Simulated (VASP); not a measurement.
# C in VASP: single point with PBE+D3(BJ)

Aim: the single point of C with PBE+D3(BJ).

Everything below comes from runs of VASP 6.6.1. Logs are shortened: lines on timing, memory, paths and dates and some standing lists are left out, and cuts for length are marked.

## (1) The cell of the first run

The cell holds a slab with vacuum, 4 atoms: a = 2.466 Å, b = 2.466 Å, c = 32.600 Å, α = 90.00°, β = 90.00°, γ = 120.00°.

## (2) Single point, PBE+D3(BJ)

INCAR

```
SYSTEM = C
ALGO = Normal
DIPOL = 0.5 0.5 0.500
EDIFF = 1E-7
ENCUT = 520
GGA = PE
IDIPOL = 3
ISIF = 2
ISMEAR = 0
IVDW = 12
LASPH = .True.
LCHARG = .False.
LDIPOL = .True.
LREAL = .False.
LWAVE = .False.
NBANDS = 16
NELM = 100
PREC = Accurate
SIGMA = 0.1
```

KPOINTS

```
k-points
0
Gamma
  18 18 1
  0 0 0
```

POSCAR

```
C
1.0
    2.4657190382      0.0000000000      0.0000000000
   -1.2328595191      2.1353753257      0.0000000000
    0.0000000000      0.0000000000     32.6000015684
C
4
Direct
    0.6666666666      0.3333333333      0.4475583329
    0.3333246099      0.6666492198      0.4475583316
    0.1666666666      0.3333333333      0.5524416671
    0.8333246099      0.6666492198      0.5524416684
```

Potentials or basis: VASP PAW PBE potentials, release 64 (C).

Command:

```
$ cat potpaw_PBE.64/C/POTCAR > POTCAR
$ mpirun -np 1 vasp_std > vasp.out
```

OUTCAR:

```text
SYSTEM = C
   EDIFF = 1E-7
   ENCUT = 520
   GGA = PE
   ISIF = 2
   ISMEAR = 0
   IVDW = 12
   LASPH = .True.
   LREAL = .False.
   NELM = 100
   PREC = Accurate
 IVDW          = 12

 ion  position               nearest neighbor table
   1  0.667  0.333  0.448-   2 1.42   2 1.42   2 1.42
   2  0.333  0.667  0.448-   1 1.42   1 1.42   1 1.42
   3  0.167  0.333  0.552-   4 1.42   4 1.42   4 1.42
   4  0.833  0.667  0.552-   3 1.42   3 1.42   3 1.42

  LATTYP: Found a hexagonal cell.
 ALAT       =     2.4657190382
 C/A-ratio  =    13.2212961263

  Lattice vectors:

 A1 = (   2.4657190382,   0.0000000000,   0.0000000000)
 A2 = (  -1.2328595191,   2.1353753257,   0.0000000000)
 A3 = (   0.0000000000,   0.0000000000,  32.6000015684)

Analysis of symmetry for initial positions (statically):
=====================================================================
 Subroutine PRICEL returns:
 Original cell was already a primitive cell.

 Routine SETGRP: Setting up the symmetry group for a
 hexagonal supercell.

 Subroutine GETGRP returns: Found  8 space group operations
 (whereof  2 operations were pure point group operations)
 out of a pool of 24 trial point group operations.

The static configuration has the point symmetry C_1h.
 The point group associated with its full space group is D_2h.

Analysis of symmetry for dynamics (positions and initial velocities):
=====================================================================
 Subroutine PRICEL returns:
 Original cell was already a primitive cell.

 Routine SETGRP: Setting up the symmetry group for a
 hexagonal supercell.

 Subroutine GETGRP returns: Found  8 space group operations
 (whereof  2 operations were pure point group operations)
 out of a pool of 24 trial point group operations.

The dynamic configuration has the point symmetry C_1h.
 The point group associated with its full space group is D_2h.

 Subroutine INISYM returns: Found  8 space group operations
 (whereof  2 operations are pure point group operations),
 and found     1 'primitive' translations

----------------------------------------------------------------------------------------

                                     Primitive cell

  volume of cell :     171.6467

  direct lattice vectors                    reciprocal lattice vectors
     2.465719038  0.000000000  0.000000000     0.405561211  0.234150875  0.000000000
    -1.232859519  2.135375326  0.000000000     0.000000000  0.468301749  0.000000000
     0.000000000  0.000000000 32.600001568     0.000000000  0.000000000  0.030674845

  length of vectors
     2.465719038  2.465719038 32.600001568     0.468301749  0.468301749  0.030674845

  position of ions in fractional coordinates (direct lattice)
     0.666666667  0.333333333  0.447558333
     0.333324610  0.666649220  0.447558332
     0.166666667  0.333333333  0.552441667
     0.833324610  0.666649220  0.552441668

  ion indices of the primitive-cell ions
   primitive index   ion index
                 1           1
                 2           2
                 3           3
                 4           4

----------------------------------------------------------------------------------------

 KPOINTS: k-points

Automatic generation of k-mesh.
 Grid dimensions read from file:
 generate k-points for:   18   18    1

 Generating k-lattice:

  Cartesian coordinates                     Fractional coordinates (reciprocal lattice)
     0.022531178  0.013008382  0.000000000     0.055555556  0.000000000  0.000000000
     0.000000000  0.026016764  0.000000000     0.000000000  0.055555556  0.000000000
     0.000000000  0.000000000  0.030674845     0.000000000  0.000000000  1.000000000

  Length of vectors
     0.026016764  0.026016764  0.030674845

  Shift w.r.t. Gamma in fractional coordinates (k-lattice)
     0.000000000  0.000000000  0.000000000

 Subroutine IBZKPT returns following result:
 ===========================================

 Found     91 irreducible k-points:

 Following reciprocal coordinates:
            Coordinates               Weight
  0.000000  0.000000  0.000000      1.000000
  0.055556 -0.000000  0.000000      4.000000
  0.000000  0.055556  0.000000      2.000000
  0.111111 -0.000000  0.000000      4.000000
  0.000000  0.111111  0.000000      2.000000
  0.166667 -0.000000  0.000000      4.000000
[... 16 lines left out ...]
 -0.055556  0.166667  0.000000      4.000000
 -0.166667  0.111111  0.000000      4.000000
 [... further k-points ...]
   k-points           NKPTS =     91   k-points in BZ     NKDIM =     91   number of bands    NBANDS=     16
   number of dos      NEDOS =    301   number of ions     NIONS =      4
   total plane-waves  NPLWV =  81000
   dimension x,y,z NGX =    18 NGY =   18 NGZ =  250
   dimension x,y,z NGXF=    36 NGYF=   36 NGZF=  500
   ions per type =               4
   NGX,Y,Z   is equivalent  to a cutoff of  12.14, 12.14, 12.75 a.u.
   NGXF,Y,Z  is equivalent  to a cutoff of  24.27, 24.27, 25.50 a.u.
 SYSTEM =  C
   PREC   = accura    normal or accurate (medium, high low for compatibility)
   ISTART =      0    job   : 0-new  1-cont  2-samecut
   ICHARG =      2    charge: 1-file 2-atom 10-const
   ISPIN  =      1    spin polarized calculation?
   LNONCOLLINEAR =      F non collinear calculations
   LSORBIT =      F    spin-orbit coupling
   LASPH  =      T    aspherical Exc in radial PAW
   ENCUT  =  520.0 eV  38.22 Ry    6.18 a.u.   4.58  4.58 60.61*2*pi/ulx,y,z
   NELM   =    100;   NELMIN=  2; NELMDL= -5     # of ELM steps
   EDIFF  = 0.1E-06   stopping-criterion for ELM
   LREAL  =      F    real-space projection
   EDIFFG = 0.1E-05   stopping-criterion for IOM
   NSW    =      0    number of steps for IOM
   IBRION =     -1    ionic relax: 0-MD 1-quasi-New 2-CG
   NFREE  =      0    steps in history (QN), initial steepest desc. (CG)
   ISIF   =      2    stress and relaxation
   ISYM   =      2    0-nonsym 1-usesym 2-fastsym
   POTIM  = 0.5000    time-step for ionic-motion
   TEBEG  =    0.0;   TEEND  =   0.0 temperature during run
   PSTRESS=    0.0 pullay stress
   NELECT =      16.0000    total number of electrons
   NUPDOWN=      -1.0000    fix difference up-down
   EMIN   =  10.00;   EMAX   =-10.00  energy-range for DOS
   EFERMI =   0.00;   METHOD = LEGACY
   ISMEAR =     0;   SIGMA  =   0.10  broadening in eV -4-tet -1-fermi 0-gaus
   EFERMI_NEDOS =   21; number of points for ismear=-14 and -15
   IALGO  =     38    algorithm
   IMIX   =      4    mixing-type and parameters
     AMIX     =   0.40;   BMIX     =  1.00
     AMIX_MAG =   1.60;   BMIX_MAG =  1.00
  volume/ion in A,a.u.               =      42.91       289.58
  Fermi-wavevector in a.u.,A,eV,Ry     =   0.742283  1.402712  7.496599  0.550984
  Thomas-Fermi vector in A             =   1.837125
   LORBIT       =      0    0 simple, 1 ext, 2 COOP (PROOUT), +10 PAW based schemes
   GGA     = PE    functional components
   LHFCALC =     F    Hartree Fock is set to
   AEXX    =    0.0000 exact exchange contribution
   IVDW    =    12    specifies the selected vdW correction
   LEPSILON=     F    determine dielectric tensor
   LRPA    =     F    only Hartree local field effects (RPA)
 non-spin polarized calculation
 Gauss-broadening in eV      SIGMA  =   0.10
  energy-cutoff  :      520.00
  volume of cell :      171.65
 maximum number of plane-waves:      4686
   NGX =  9   NGY =  9   NGZ =121

 dipolmoment           0.000000      0.000000      0.000000 electrons x Angstroem

 number of electron      15.9999995 magnetization

 dipolmoment           0.000000      0.000000     -0.000000 electrons x Angstroem

 Free energy of the ion-electron system (eV)
  ---------------------------------------------------
  ext. energy  EPLUGINS =         0.00000000
  ---------------------------------------------------
  free energy    TOTEN  =       -36.87943805 eV

  energy without entropy =      -36.87918506  energy(sigma->0) =      -36.87931155

 E-fermi :  -2.4310     XC(G=0):  -2.4080

 val. band max:       -2.5316435450   @ k =   0.3333   0.3333   0.0000
 cond. band min:      -2.3303288378   @ k =   0.3333   0.3333   0.0000
 fundamental gap:      0.2013147072
 Fermi energy:        -2.4309817464

 k-point     1 :       0.0000    0.0000    0.0000
  band No.  band energies     occupation
      1     -22.0059      2.00000
      2     -21.8760      2.00000
      3     -10.4711      2.00000
      4      -9.5856      2.00000
      5      -5.4658      2.00000
      6      -5.4601      2.00000
[... 8 lines left out ...]
     15       3.2885      0.00000
     16       4.3025      0.00000

 k-point     2 :       0.0556   -0.0000    0.0000
  band No.  band energies     occupation
      1     -21.9326      2.00000
      2     -21.8033      2.00000
      3     -10.3828      2.00000
      4      -9.4999      2.00000
      5      -5.7623      2.00000
      6      -5.7497      2.00000
[... 8 lines left out ...]
     15       3.3868      0.00000
     16       4.3808      0.00000

 k-point     3 :       0.0000    0.0556    0.0000
  band No.  band energies     occupation
      1     -21.9326      2.00000
      2     -21.8033      2.00000
      3     -10.3829      2.00000
      4      -9.4998      2.00000
      5      -5.7594      2.00000
      6      -5.7515      2.00000
[... 8 lines left out ...]
     15       3.3868      0.00000
     16       4.4026      0.00000
[... 362 lines left out ...]
 k-point    23 :      -0.0556    0.1667    0.0000
  band No.  band energies     occupation
      1     -21.4943      2.00000
      2     -21.3684      2.00000
      3      -9.8568      2.00000
      4      -8.9889      2.00000
      5      -7.2367      2.00000
      6      -7.2231      2.00000
[... 8 lines left out ...]
     15       3.9761      0.00000
     16       4.9497      0.00000

 k-point    24 :      -0.1667    0.1111    0.0000
  band No.  band energies     occupation
      1     -21.4942      2.00000
      2     -21.3685      2.00000
      3      -9.8559      2.00000
      4      -8.9899      2.00000
      5      -7.2438      2.00000
      6      -7.2166      2.00000
[... 8 lines left out ...]
     15       3.9759      0.00000
     16       4.9494      0.00000

 [... further k-points ...]

------------------------ aborting loop because EDIFF is reached ----------------------------------------

 vacuum level on the upper side and lower side of the slab       (xc-potential included)        -0.009        -0.009

 Edisp (eV)   -0.47252

 E8    (eV) :    -0.1412

  FORCE on cell =-STRESS in cart. coord.  units (eV):
  Direction    XX          YY          ZZ          XY          YZ          ZX
  --------------------------------------------------------------------------------------
  -------------------------------------------------------------------------------------
  Total       0.13150     0.08071    -0.01545     0.00000     0.00000     0.00000
  in kB       1.22746     0.75340    -0.14423     0.00000     0.00000     0.00000
  external pressure =        0.61 kB  Pullay stress =        0.00 kB

 VOLUME and BASIS-vectors are now :
 -----------------------------------------------------------------------------
  energy-cutoff  :      520.00
  volume of cell :      171.65
      direct lattice vectors                 reciprocal lattice vectors
     2.465719038  0.000000000  0.000000000     0.405561211  0.234150875  0.000000000
    -1.232859519  2.135375326  0.000000000     0.000000000  0.468301749  0.000000000
     0.000000000  0.000000000 32.600001568     0.000000000  0.000000000  0.030674845

 POSITION                                       TOTAL-FORCE (eV/Angst)
 -----------------------------------------------------------------------------------
      1.23286      0.71179     14.59040        -0.000000      0.000031     -0.001013
      0.00000      1.42355     14.59040         0.000000     -0.000031     -0.001013
     -0.00000      0.71179     18.00960        -0.000000      0.000031      0.001013
      1.23286      1.42355     18.00960         0.000000     -0.000031      0.001013
 -----------------------------------------------------------------------------------
    total drift:                                0.000000      0.000009     -0.000038

  FREE ENERGIE OF THE ION-ELECTRON SYSTEM (eV)
  ---------------------------------------------------
  free  energy   TOTEN  =       -37.3519607290 eV

  energy  without entropy=      -37.3517077391  energy(sigma->0) =      -37.35183423

 vacuum level on the upper side and lower side of the slab         1.833         1.833
```

Run time: 8.3 min. Hardware: 1 thread of AMD EPYC 7R43 (Zen 3), shared host; peak memory 0.35 GiB.

What came out:

| Item | Value |
| --- | --- |
| Free energy | -37.3520 eV |
| Dispersion energy per atom | -0.118 eV |
